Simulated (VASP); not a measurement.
A run of VASP 6.6.1 is set up as follows.

File INCAR:

```
SYSTEM = TiSi
ALGO     = Normal         ! electronic algorithm
EDIFF    = 1E-6           ! SCF threshold, eV
ENCUT    = 500            ! plane-wave cutoff, eV
GGA_COMPAT= .False.      
ISIF     = 2              ! what is computed and relaxed
ISMEAR   = -1             ! smearing method
LASPH    = .True.         ! aspherical terms in the spheres
LCHARG   = .True.         ! write CHGCAR
LELF     = .True.         ! ELF
LREAL    = .False.        ! projectors in reciprocal space
LVHAR    = .True.       
LWAVE    = .False.        ! write WAVECAR
NBANDS   = 15             ! bands
NELM     = 120            ! most SCF steps
PREC     = Accurate       ! precision mode
SIGMA    = 0.15           ! smearing width, eV
```

The input KPOINTS:

```
k-points
0
Gamma
  10 10 10
  0 0 0
```

File POSCAR:

```
TiSi
1.0
    0.0000000000      2.4942000000      2.4942000000
    2.4942000000      0.0000000000      2.4942000000
    2.4942000000      2.4942000000      0.0000000000
Ti Si
1 1
Direct
    0.0000000000      0.0000000000      0.0000000000
    0.5000000000      0.5000000000      0.5000000000
```

Potentials or basis: VASP PAW LDA potentials, release 64 (Ti_sv, Si).

The run is started by

```sh
$ cat potpaw_LDA.64/Ti_sv/POTCAR potpaw_LDA.64/Si/POTCAR > POTCAR
$ mpirun -np 1 vasp_std > vasp.out
```

Question: What does it give for the pressure?

Answer: 0.5 GPa.

Question: Predict the band gap on the k mesh.

Answer: Zero (bands 8 and 9 overlap by 0.69 eV).
